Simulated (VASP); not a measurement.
Here is a VASP 6.6.1 calculation.

The input INCAR:

```
SYSTEM = Zn
  PREC = Accurate
  ENCUT = 520
  EDIFF = 1E-7
  ISMEAR = 0
  SIGMA = 0.1
  LREAL = .False.
  LASPH = .True.
  NELM = 60
  ALGO = Fast
  ISIF = 2
  LWAVE = .False.
  LCHARG = .True.
  GGA = PE
  LELF = .True.
  LVHAR = .True.
  NBANDS = 19
```

File KPOINTS:

```
regular mesh
0
Gamma
  57 57 28
  0 0 0
```

The input POSCAR:

```
Zn
1.0
    2.6156874925      0.0000000000      0.0000000000
   -1.3078437463      2.2652518169      0.0000000000
    0.0000000000      0.0000000000      4.6452791362
Zn
2
Direct
    0.3333333333      0.6666666667      0.2500000000
    0.6666666667      0.3333333333      0.7500000000
```

Potentials or basis: VASP PAW PBE potentials, release 64 (Zn).

Launch:

```sh
$ cat potpaw_PBE.64/Zn/POTCAR > POTCAR
$ mpirun -np 1 vasp_std > vasp.out
```

(1) Estimate the pressure.

(2) Predict the band gap on the k mesh.

## Answers

(1) 8.5 GPa.

(2) zero (bands 12 and 13 overlap by 4.17 eV).

Caveat: the cell stands under pressure.
